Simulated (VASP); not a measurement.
# Zn5Se2S3 (P1) in VASP: relaxation of cell and atoms with PBE

Aim: the relaxation of cell and atoms of Zn5Se2S3 with PBE.

Everything below comes from runs of VASP 6.6.1. Logs are shortened: lines on timing, memory, paths and dates and some standing lists are left out, and cuts for length are marked.

**1. The cell of the first run**

The typed cell holds 10 atoms: a = 4.010 Å, b = 3.918 Å, c = 14.143 Å, α = 99.97°, β = 97.92°, γ = 89.22°.

**2. Relaxation of cell and atoms, PBE**

INCAR reads:

```
  ALGO = Normal
  EDIFF = 1E-6
  EDIFFG = -0.025
  ENCUT = 600
  GGA = PE
  IBRION = 2
  ISIF = 3
  ISMEAR = 0
  KPAR = 4
  LASPH = T
  LCHARG = F
  LREAL = F
  LWAVE = F
  NELM = 60
  NSW = 80
  PREC = Accurate
  SIGMA = 0.1
```

KPOINTS reads:

```
k-points
0
Gamma
  4 4 4
```

POSCAR reads:

```
Zn5Se2S3
1.0
    0.0270647461     -4.0094511717      0.0121592485
    3.9177471595     -0.0270647461     -0.0656708894
   -2.2045360661      1.9752780671     13.8300647412
Zn Se S
5 2 3
Direct
    0.2878494818      0.8873200131      0.7057679921
    0.9212550392      0.4200041211      0.9179231772
    0.5190658891      0.0614643576      0.0920369281
    0.1818269106      0.6845942376      0.3137716095
    0.8187991654      0.2218750634      0.5029536988
    0.9761933782      0.8960265387      0.7879000154
    0.0903405280      0.0977611976      0.2088749975
    0.7185039224      0.6275907896      0.3892038630
    0.2723718173      0.3257106358      0.5913659104
    0.4637938680      0.5276530456     -0.0097981920
```

Potentials or basis: VASP PAW PBE potentials, release 64 (Zn, Se, S).

Launch:

```sh
$ cat potpaw_PBE.64/Zn/POTCAR potpaw_PBE.64/Se/POTCAR potpaw_PBE.64/S/POTCAR > POTCAR
$ mpirun -np 4 vasp_std > vasp.out
```

OUTCAR:

```text
EDIFF = 1E-6
   EDIFFG = -0.025
   ENCUT = 600
   GGA = PE
   IBRION = 2
   ISIF = 3
   ISMEAR = 0
   LASPH = T
   LREAL = F
   NELM = 60
   NSW = 80
   PREC = Accurate

 ion  position               nearest neighbor table
   1  0.288  0.887  0.706-   6 1.82   9 2.49   9 2.55   6 2.84
   2  0.921  0.420  0.918-  10 2.22  10 2.28   6 2.54   6 2.87
   3  0.519  0.061  0.092-  10 2.32  10 2.50   7 2.53   7 2.62
   4  0.182  0.685  0.314-   8 2.29   8 2.30   7 2.37   7 2.51
   5  0.819  0.222  0.503-   9 2.06   8 2.44   8 2.59   9 2.66
   6  0.976  0.896  0.788-   1 1.82   2 2.54   1 2.84   2 2.87
   7  0.090  0.098  0.209-   4 2.37   4 2.51   3 2.53   3 2.62
   8  0.719  0.628  0.389-   4 2.29   4 2.30   5 2.44   5 2.59
   9  0.272  0.326  0.591-   5 2.06   1 2.49   1 2.55   5 2.66
  10  0.464  0.528  0.990-   2 2.22   2 2.28   3 2.32   3 2.50

  LATTYP: Found a triclinic cell.
 ALAT       =     3.9183909927
 B/A-ratio  =     2.2589294144
 C/A-ratio  =     4.5430749592
 COS(alpha) =     0.0115898936
 COS(beta)  =     0.2964954671
 COS(gamma) =     0.8915380776

  Lattice vectors:

 A1 = (  -3.9177471595,   0.0270647461,   0.0656708894)
 A2 = (  -7.8625590651,   4.0635806639,   0.1191825303)
 A3 = (  -5.5768287607,  -9.9400509183, -13.6744044654)

Analysis of symmetry for initial positions (statically):
=====================================================================
 Subroutine PRICEL returns:
 Original cell was already a primitive cell.

 Routine SETGRP: Setting up the symmetry group for a
 triclinic supercell.

 Subroutine GETGRP returns: Found  1 space group operations
 (whereof  1 operations were pure point group operations)
 out of a pool of  2 trial point group operations.

The static configuration has the point symmetry C_1 .

Analysis of symmetry for dynamics (positions and initial velocities):
=====================================================================
 Subroutine PRICEL returns:
 Original cell was already a primitive cell.

 Routine SETGRP: Setting up the symmetry group for a
 triclinic supercell.

 Subroutine GETGRP returns: Found  1 space group operations
 (whereof  1 operations were pure point group operations)
 out of a pool of  2 trial point group operations.

The dynamic configuration has the point symmetry C_1 .

 Subroutine INISYM returns: Found  1 space group operations
 (whereof  1 operations are pure point group operations),
 and found     1 'primitive' translations

----------------------------------------------------------------------------------------

                                     Primitive cell

  volume of cell :     216.7492

  direct lattice vectors                    reciprocal lattice vectors
     0.027064746 -4.009451172  0.012159249    -0.001128442 -0.249310871  0.035427933
     3.917747160 -0.027064746 -0.065670889     0.255940950  0.001850585  0.040533117
    -2.204536066  1.975278067 13.830064741     0.001216306  0.000227979  0.072467562

  length of vectors
     4.009560954  3.918390993 14.143280859     0.251818034  0.259137277  0.072478127

  position of ions in fractional coordinates (direct lattice)
     0.287849482  0.887320013  0.705767992
     0.921255039  0.420004121  0.917923177
     0.519065889  0.061464358  0.092036928
     0.181826911  0.684594238  0.313771610
     0.818799165  0.221875063  0.502953699
     0.976193378  0.896026539  0.787900015
     0.090340528  0.097761198  0.208874997
     0.718503922  0.627590790  0.389203863
     0.272371817  0.325710636  0.591365910
     0.463793868  0.527653046  0.990201808

  ion indices of the primitive-cell ions
   primitive index   ion index
                 1           1
                 2           2
                 3           3
                 4           4
                 5           5
                 6           6
                 7           7
                 8           8
                 9           9
                10          10

----------------------------------------------------------------------------------------

 KPOINTS: k-points

Automatic generation of k-mesh.
 Grid dimensions read from file:
 generate k-points for:    4    4    4

 Generating k-lattice:

  Cartesian coordinates                     Fractional coordinates (reciprocal lattice)
    -0.000282111 -0.062327718  0.008856983     0.250000000 -0.000000000  0.000000000
     0.063985238  0.000462646  0.010133279     0.000000000  0.250000000 -0.000000000
     0.000304077  0.000056995  0.018116890    -0.000000000  0.000000000  0.250000000

  Length of vectors
     0.062954508  0.064784319  0.018119532

  Shift w.r.t. Gamma in fractional coordinates (k-lattice)
     0.000000000  0.000000000  0.000000000

 Subroutine IBZKPT returns following result:
 ===========================================

 Found     36 irreducible k-points:

 Following reciprocal coordinates:
            Coordinates               Weight
  0.000000  0.000000  0.000000      1.000000
  0.250000  0.000000 -0.000000      2.000000
  0.500000  0.000000 -0.000000      1.000000
  0.000000  0.250000 -0.000000      2.000000
  0.250000  0.250000 -0.000000      2.000000
  0.500000  0.250000 -0.000000      2.000000
[... 16 lines left out ...]
  0.000000 -0.250000  0.250000      2.000000
  0.250000 -0.250000  0.250000      2.000000
 [... further k-points ...]
   k-points           NKPTS =     36   k-points in BZ     NKDIM =     36   number of bands    NBANDS=     54
   number of dos      NEDOS =    301   number of ions     NIONS =     10
   total plane-waves  NPLWV = 122880
   dimension x,y,z NGX =    32 NGY =   32 NGZ =  120
   dimension x,y,z NGXF=    64 NGYF=   64 NGZF=  240
   ions per type =               5   2   3
   NGX,Y,Z   is equivalent  to a cutoff of  13.27, 13.58, 14.11 a.u.
   NGXF,Y,Z  is equivalent  to a cutoff of  26.54, 27.15, 28.21 a.u.
 SYSTEM =  unknown system
   PREC   = accura    normal or accurate (medium, high low for compatibility)
   ISTART =      0    job   : 0-new  1-cont  2-samecut
   ICHARG =      2    charge: 1-file 2-atom 10-const
   ISPIN  =      1    spin polarized calculation?
   LNONCOLLINEAR =      F non collinear calculations
   LSORBIT =      F    spin-orbit coupling
   LASPH  =      T    aspherical Exc in radial PAW
   ENCUT  =  600.0 eV  44.10 Ry    6.64 a.u.   8.01  7.83 28.25*2*pi/ulx,y,z
   NELM   =     60;   NELMIN=  2; NELMDL= -5     # of ELM steps
   EDIFF  = 0.1E-05   stopping-criterion for ELM
   LREAL  =      F    real-space projection
   EDIFFG = -.3E-01   stopping-criterion for IOM
   NSW    =     80    number of steps for IOM
   IBRION =      2    ionic relax: 0-MD 1-quasi-New 2-CG
   NFREE  =      1    steps in history (QN), initial steepest desc. (CG)
   ISIF   =      3    stress and relaxation
   ISYM   =      2    0-nonsym 1-usesym 2-fastsym
   POTIM  = 0.5000    time-step for ionic-motion
   TEBEG  =    0.0;   TEEND  =   0.0 temperature during run
   PSTRESS=    0.0 pullay stress
   NELECT =      90.0000    total number of electrons
   NUPDOWN=      -1.0000    fix difference up-down
   EMIN   =  10.00;   EMAX   =-10.00  energy-range for DOS
   EFERMI =   0.00;   METHOD = LEGACY
   ISMEAR =     0;   SIGMA  =   0.10  broadening in eV -4-tet -1-fermi 0-gaus
   EFERMI_NEDOS =   21; number of points for ismear=-14 and -15
   IALGO  =     38    algorithm
   IMIX   =      4    mixing-type and parameters
     AMIX     =   0.40;   BMIX     =  1.00
     AMIX_MAG =   1.60;   BMIX_MAG =  1.00
  volume/ion in A,a.u.               =      21.67       146.27
  Fermi-wavevector in a.u.,A,eV,Ry     =   1.221340  2.307998 20.295416  1.491671
  Thomas-Fermi vector in A             =   2.356526
   LORBIT       =      0    0 simple, 1 ext, 2 COOP (PROOUT), +10 PAW based schemes
   GGA     = PE    functional components
   LHFCALC =     F    Hartree Fock is set to
   AEXX    =    0.0000 exact exchange contribution
   IVDW    =     0    specifies the selected vdW correction
   LEPSILON=     F    determine dielectric tensor
   LRPA    =     F    only Hartree local field effects (RPA)
 conjugate gradient relaxation of ions
 non-spin polarized calculation
 Gauss-broadening in eV      SIGMA  =   0.10
  energy-cutoff  :      600.00
  volume of cell :      216.75
 maximum number of plane-waves:      7260
   NGX = 17   NGY = 15   NGZ = 57

--------------------------------------- Ionic step        1  -------------------------------------------

 number of electron      89.9999981 magnetization

 Free energy of the ion-electron system (eV)
  ---------------------------------------------------
  ext. energy  EPLUGINS =         0.00000000
  ---------------------------------------------------
  free energy    TOTEN  =       -27.93332059 eV

  energy without entropy =      -27.93332059  energy(sigma->0) =      -27.93332059

------------------------ aborting loop because EDIFF is reached ----------------------------------------

  FORCE on cell =-STRESS in cart. coord.  units (eV):
  Direction    XX          YY          ZZ          XY          YZ          ZX
  --------------------------------------------------------------------------------------
  -------------------------------------------------------------------------------------
  Total       -0.5916549     18.0128055     10.8111824     -1.8786514     10.5688437     -0.0748916
  in kB       -4.3734241    133.1479577     79.9146397    -13.8867093     78.1233083     -0.5535878
  external PRESSURE =      69.5630577 kB  Pullay stress =       0.0000000 kB
[... 113 lines left out ...]
  FREE ENERGIE OF THE ION-ELECTRON SYSTEM (eV)
  ---------------------------------------------------
  free  energy   TOTEN  =       -30.5286729027 eV

  energy  without entropy=      -30.5285794892  energy(sigma->0) =      -30.52862620

[... ionic steps 4 to 33 ...]

--------------------------------------- Ionic step       34  -------------------------------------------

 number of electron      89.9999991 magnetization

------------------------ aborting loop because EDIFF is reached ----------------------------------------
[... 83 lines left out ...]
--------------------------------------- Ionic step       36  -------------------------------------------

 number of electron      89.9999989 magnetization

 Free energy of the ion-electron system (eV)
  ---------------------------------------------------
  ext. energy  EPLUGINS =         0.00000000
  ---------------------------------------------------
  free energy    TOTEN  =       -32.44120053 eV

  energy without entropy =      -32.44120053  energy(sigma->0) =      -32.44120053

 E-fermi :   2.1512     XC(G=0):  -9.3578

 val. band max:        1.6841501383   @ k =   0.0000   0.0000   0.0000
 cond. band min:       3.2346863143   @ k =   0.0000   0.0000   0.0000
 fundamental gap:      1.5505361761
 Fermi energy:         2.1511733416

 k-point     1 :       0.0000    0.0000    0.0000
  band No.  band energies     occupation
      1     -11.3507      2.00000
      2     -11.0301      2.00000
      3     -10.9853      2.00000
      4     -10.3775      2.00000
      5     -10.3631      2.00000
      6      -4.7324      2.00000
[... 1357 lines left out ...]
     53       7.4821      0.00000
     54       7.7897      0.00000

 [... further k-points ...]

------------------------ aborting loop because EDIFF is reached ----------------------------------------

  FORCE on cell =-STRESS in cart. coord.  units (eV):
  Direction    XX          YY          ZZ          XY          YZ          ZX
  --------------------------------------------------------------------------------------
  -------------------------------------------------------------------------------------
  Total       -0.0808176     -0.0907583     -0.0335344      0.0181651      0.0051373      0.0080735
  in kB       -0.6002088     -0.6740357     -0.2490503      0.1349069      0.0381535      0.0599594
  external PRESSURE =      -0.5077649 kB  Pullay stress =       0.0000000 kB
[... 25 lines left out ...]
  FREE ENERGIE OF THE ION-ELECTRON SYSTEM (eV)
  ---------------------------------------------------
  free  energy   TOTEN  =       -32.4412005307 eV

  energy  without entropy=      -32.4412005307  energy(sigma->0) =      -32.44120053

 reached required accuracy - stopping structural energy minimisation
```

It took 37 min on 4 MPI ranks of Intel Xeon Platinum 8488C (Sapphire Rapids), shared host; peak memory 0.66 GiB.

Results:

```
Free energy                           : -32.4412 eV
Relaxed volume                        : 21.57 Å³/atom
Relaxed cell                          : a = 3.951 Å, b = 3.949 Å, c = 14.107 Å, α = 98.06°, β = 98.05°, γ = 89.97°
Space group after relaxing (to 0.1 Å) : I-4m2 (No. 119)
Energy gained by relaxing             : 450.8 meV/atom
Ionic steps                           : 36
Pressure after relaxing               : -0.1 GPa
Largest force after relaxing          : 0.021 eV/Å
Band gap on the k mesh                : 1.55 eV
```

Forces on the atoms (eV/Å):
```
Zn   0.016  0.007 -0.009
Zn  -0.008 -0.015 -0.009
Zn  -0.002 -0.013  0.003
Zn  -0.001  0.007 -0.003
Zn  -0.009  0.011 -0.002
Se  -0.005 -0.003  0.013
Se   0.010 -0.002  0.015
S   -0.003  0.005  0.006
S   -0.002  0.004  0.007
S    0.004 -0.001 -0.020
```

The path:
| step | energy change (eV) | largest force (eV/Å) | pressure (GPa) | volume (Å³) |
| --- | --- | --- | --- | --- |
| 1 | 0.0000 | 16.1970 | 6.96 | 216.75 |
| 2 | -2.3721 | 2.6381 | -3.02 | 246.58 |
| 3 | -2.5954 | 2.4054 | -3.09 | 243.94 |
| 4 | -2.7743 | 2.2038 | -3.13 | 241.69 |
| 5 | -3.5025 | 1.3596 | -2.59 | 229.17 |
| 6 | -3.3646 | 1.9862 | -0.83 | 223.21 |
| 7 | -3.5270 | 1.4185 | -2.35 | 227.86 |
| 8 | -3.5312 | 1.5278 | -2.14 | 226.85 |
| 9 | -4.0501 | 1.0598 | -0.78 | 218.93 |
| 10 | -4.2283 | 0.7558 | 1.50 | 210.80 |
| 11 | -4.3759 | 0.5095 | 0.38 | 214.07 |
| 12 | -4.3858 | 0.4935 | 0.09 | 215.15 |
| 13 | -4.4224 | 0.2728 | -0.12 | 215.78 |
| 14 | -4.4347 | 0.2080 | -0.30 | 216.40 |
| 15 | -4.4529 | 0.2112 | 0.15 | 214.99 |
| 16 | -4.4607 | 0.2418 | 0.65 | 213.41 |
| 17 | -4.4734 | 0.1992 | 0.37 | 214.24 |
| 18 | -4.4885 | 0.1648 | -0.22 | 216.22 |
| 19 | -4.4889 | 0.1893 | -0.29 | 216.59 |
| 20 | -4.4970 | 0.1407 | -0.12 | 216.02 |
| 21 | -4.5002 | 0.0992 | 0.06 | 215.45 |
| 22 | -4.5003 | 0.1065 | 0.07 | 215.37 |
| 23 | -4.5033 | 0.0683 | 0.02 | 215.48 |
| 24 | -4.5039 | 0.0654 | 0.00 | 215.56 |
| 25 | -4.5051 | 0.0413 | -0.02 | 215.64 |
| 26 | -4.5055 | 0.0687 | -0.03 | 215.70 |
| 27 | -4.5056 | 0.0753 | -0.04 | 215.71 |
| 28 | -4.5064 | 0.0473 | 0.04 | 215.47 |
| 29 | -4.5068 | 0.0297 | 0.11 | 215.24 |
| 30 | -4.5064 | 0.0460 | 0.24 | 214.78 |
| 31 | -4.5068 | 0.0328 | 0.13 | 215.12 |
| 32 | -4.5073 | 0.0266 | 0.02 | 215.43 |
| 33 | -4.5075 | 0.0273 | -0.02 | 215.62 |
| 34 | -4.5075 | 0.0409 | -0.11 | 215.99 |
| 35 | -4.5076 | 0.0304 | -0.05 | 215.79 |
| 36 | -4.5079 | 0.0210 | -0.05 | 215.73 |

Final structure:
```cif
data_structure
_symmetry_space_group_name_H-M 'P 1'
_symmetry_Int_Tables_number 1
_cell_length_a 3.9506
_cell_length_b 3.9492
_cell_length_c 14.1069
_cell_angle_alpha 98.056
_cell_angle_beta 98.050
_cell_angle_gamma 89.965
_cell_volume 215.73
loop_
_atom_site_label
_atom_site_type_symbol
_atom_site_fract_x
_atom_site_fract_y
_atom_site_fract_z
_atom_site_occupancy
Zn1 Zn 0.34703 0.84366 0.69137 1
Zn2 Zn 0.94858 0.45397 0.90437 1
Zn3 Zn 0.54471 0.04799 0.09590 1
Zn4 Zn 0.15664 0.65349 0.30862 1
Zn5 Zn 0.75312 0.25104 0.49994 1
Se1 Se 0.89936 0.90015 0.79773 1
Se2 Se 0.09880 0.10016 0.20211 1
S1 S 0.70421 0.70272 0.40424 1
S2 S 0.30027 0.29671 0.59549 1
S3 S 0.49727 0.50011 0.00023 1
```

A k mesh can miss the band edges.
